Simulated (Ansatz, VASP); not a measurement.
## Zn2GeN3: VASP beside Ansatz

INCAR

```
SYSTEM = Zn2GeN3
  PREC = Accurate
  ENCUT = 600
  EDIFF = 1E-6
  ISMEAR = 0
  SIGMA = 0.1
  LREAL = .False.
  LASPH = .True.
  NELM = 80
  ALGO = Normal
  ISIF = 3
  LWAVE = .False.
  LCHARG = .False.
  GGA = PE
  IBRION = 2
  NSW = 90
  EDIFFG = -0.04
```

File KPOINTS:

```
Automatic mesh
0
Gamma
  6 6 2
  0 0 0
```

Contents of POSCAR:

```
Zn2GeN3
1.0
    3.3756742500      0.0000000000      0.0000000000
   -1.6878371300      2.9234196600      0.0000000000
    0.0000000000      0.0000000000      8.3763732200
Zn Ge N
2 1 3
Direct
    0.3333333300      0.6666666700      0.8271350300
    0.6666666700      0.3333333300      0.1728649700
    0.0000000000      0.0000000000      0.5000000000
    0.3333333300      0.6666666700      0.3480919900
    0.6666666700      0.3333333300      0.6519080100
    0.0000000000      0.0000000000      0.0000000000
```

Input for Ansatz:

```yaml
crystal:
  lattice:
    - [3.37567425, 0.0, 0.0]
    - [-1.68783713, 2.92341966, 0.0]
    - [0.0, 0.0, 8.37637322]
  atoms:
    - { symbol: Zn, position: [0.33333333, 0.66666667, 0.82713503] }
    - { symbol: Zn, position: [0.66666667, 0.33333333, 0.17286497] }
    - { symbol: Ge, position: [0.0, 0.0, 0.5] }
    - { symbol: "N", position: [0.33333333, 0.66666667, 0.34809199] }
    - { symbol: "N", position: [0.66666667, 0.33333333, 0.65190801] }
    - { symbol: "N", position: [0.0, 0.0, 0.0] }
basis:
  ecutwfc: 420
kpoints:
  mp_grid: { grid: [6, 6, 2] }
hamiltonian:
  xc: pbe
scf:
  occupations: { method: gaussian, width: 0.1 }
  lower_state_search: "off"
output:
  forces: true
  stress: true
  eigenvalues: true
relax:
  adjacent_minimum: "off"
  f_tol: 0.04
  max_steps: 70
  cell: { stress_tol: 0.4 }
```

Change from the starting cell: species swapped into the Sn2GeTe3 type (P-3m1, No. 164).

Alike in both runs: task relaxation of cell and atoms; functional PBE; k mesh 6 × 6 × 2; occupations gaussian, width 0.1 eV; no spin polarisation.

|  | VASP | Ansatz |
| --- | --- | --- |
| version | VASP 6.6.1 | Ansatz 0.2.0 |
| potentials or method | VASP PAW PBE potentials, release 64 (Zn, Ge_d, N), cutoff 600 eV | scalar-relativistic, plane waves, PAW |
| valence electrons in the cell | 53 | 53 |

Ansatz gave:

| Property | Result |
| --- | --- |
| gap on the k mesh at the Fermi level, each at its own relaxed structure (eV) | none |
| relaxed volume (Å³/atom) | 9.98 |
| relaxed length of the cell vector where the two differ most in proportion (Å) | 7.680 |

Which values does VASP return?

gap on the k mesh at the Fermi level, each at its own relaxed structure (eV): none; relaxed volume (Å³/atom): 10.00; relaxed length of the cell vector where the two differ most in proportion (Å): 7.694.

A gap of «none» marks a metal or a gap that the smearing closes.

The k mesh is coarse, so the values compare programs but aren't converged. Noted on VASP's run: the volume moved by over 15 % at a fixed basis, so the end points are rough.
